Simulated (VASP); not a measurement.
Runs of VASP 6.6.1 on Te. The structure is that of space group Im-3m (No. 229), or close to it. The cells are those of the table. This isn't the form of Te at room conditions, which is trigonal, of chains.

| task | cell | cutoff (eV) | gap on the mesh (eV) | pressure (GPa) |
| --- | --- | --- | --- | --- |
| single point | a = 3.069 Å, angles 109.5°, 1 atom | 520 | none | 20.1 |
| single point | a = 3.277 Å, angles 109.5°, 1 atom | 520 | none | (a) |
| relaxation of cell and atoms | relaxed to 20 GPa from a = 3.069 Å, angles 109.5°, 1 atom | 600 | none | 20.0 |
| relaxation of cell and atoms | relaxed to 20 GPa from a = 3.071 Å, angles 109.5°, 1 atom | 600 | none | 20.0 |

Alike in all rows: level PBEsol; potentials or basis VASP PAW PBE potentials, release 64 (Te); no spin polarisation; k mesh 15 × 15 × 15; smearing fermi-dirac 0.1 eV.

Estimate the missing entries.

(a) 0.0.

Caveats: the PAW data sets were made with another functional, which shifts forces and pressure a little; spin-orbit coupling is left out, which moves the levels of the heavy elements; the cell is relaxed towards a set pressure, so the run minimises the enthalpy, not the energy (at least some runs); the cell stands under pressure (at least some runs).

A k mesh can miss the band edges, and the runs leave out spin-orbit coupling on Te.

A gap of «none» marks levels without a gap at the run's occupations.
